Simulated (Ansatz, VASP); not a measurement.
**Two plane-wave programs on Nb4H**

```
Nb H
1.0
     2.92702    0.00000    0.00000
     0.00000    4.13943    0.00000
     0.00000    0.00000   21.25767
Nb H
4 1
Direct
  0.50000 0.50000 0.18817
  0.00000 0.00000 0.25701
  0.50000 0.50000 0.33064
  0.00000 0.00000 0.38846
  0.00000 0.50000 0.45949
```

Alike in both runs: task single point; functional LDA; k mesh 9 × 7 × 1; occupations gaussian, width 0.1 eV; no spin polarisation.

```csv
,VASP,Ansatz
version,VASP 6.6.1,Ansatz 0.2.0
potentials or method,"VASP PAW LDA potentials, release 64 (Nb_sv, H), cutoff 520 eV","scalar-relativistic, plane waves, PAW"
valence electrons in the cell,53,53
```

|  | VASP | Ansatz | Ansatz less VASP |
| --- | --- | --- | --- |
| gap on the k mesh at the Fermi level (eV) | none | none | - |
| rms of the force components (eV/Å) | 0.662 | 0.661 | -0.0008 |
| work function, face that differs most (eV) | 5.41 | 5.40 | -0.009 |

LDA's correlation is that of Perdew and Zunger in VASP and of Perdew and Wang (1992) in Ansatz. Atom by atom the forces differ by 0.001 eV/Å (rms over components). A gap of «none» marks a metal or a gap that the smearing closes.
